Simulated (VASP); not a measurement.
Input of a VASP 6.6.1 run:

INCAR

```
PREC = Accurate
ENCUT = 1000
EDIFF = 1E-6
ISMEAR = -1
SIGMA = 0.02
LREAL = Auto
LASPH = T
NELM = 120
ALGO = Normal
ISIF = 2
LWAVE = F
LCHARG = F
GGA = PE
IVDW = 12
NBANDS = 49
GGA_COMPAT = F
```

File KPOINTS:

```
regular mesh
0
Gamma
  1 1 1
```

The input POSCAR:

```
SiH6CO
1.0
    8.4188350000      0.0000000000      0.0000000000
    0.0000000000      8.4188350000      0.0000000000
    0.0000000000      0.0000000000      8.4188350000
O C H Si
3 3 18 3
Direct
    0.3606530007      0.5280866597      0.1496264854
    0.7039723754      0.1490366461      0.7976232183
    0.6870096254      0.6128842434      0.9446272107
    0.3220848756      0.6459807776      0.0770571435
    0.8144339199      0.1176397106      0.7109004579
    0.7452525583      0.5176003157      0.8539501637
    0.2298695862      0.7293868699      0.1243618858
    0.3757110043      0.6776136342     -0.0404558702
    0.8690658606      0.2093866021      0.6313017171
    0.8690977363     -0.0038243189      0.7058166627
    0.8574395996      0.4528747253      0.8840336374
    0.6903442436      0.4912987946      0.7359884373
    0.2841689780      0.2762022946      0.5773761786
    0.1655840356      0.0207373899      0.6423885254
    0.2811121655      0.0635028196      0.3806611752
    0.4510239299      0.0408391161      0.6137559969
    0.9410578877      0.5576099102      0.1977111099
    0.8226928135      0.7498267517      0.3808450871
    0.8168007995      0.4680504390      0.4441758287
    1.0662155177      0.6125474503      0.4541282845
    1.0765987572     -0.0474224432      0.2247614140
    1.0790279823      0.1064340001     -0.0192825982
    0.8948904063     -0.1146672728      0.0113196897
    0.8562171518      0.1305613287      0.1643933723
    0.2966404751      0.1009730219      0.5529620353
    0.9119430211      0.5971217096      0.3677070857
    0.9752803926      0.0188803242      0.0953859652
```

Potentials or basis: VASP PAW PBE potentials, release 64 (O_h, C_h, H_h, Si).

Command:

```bash
$ cat potpaw_PBE.64/O_h/POTCAR potpaw_PBE.64/C_h/POTCAR potpaw_PBE.64/H_h/POTCAR potpaw_PBE.64/Si/POTCAR > POTCAR
$ mpirun -np 1 vasp_gam > vasp.out
```

(1) What does it give for the dispersion energy per atom?

(2) Predict the largest force.

(3) Predict the pressure.

Results:

(1) -0.029 eV.

(2) 0.198 eV/Å.

(3) -0.3 GPa.

Caveat: the k points lie up to 0.75 Å⁻¹ apart.
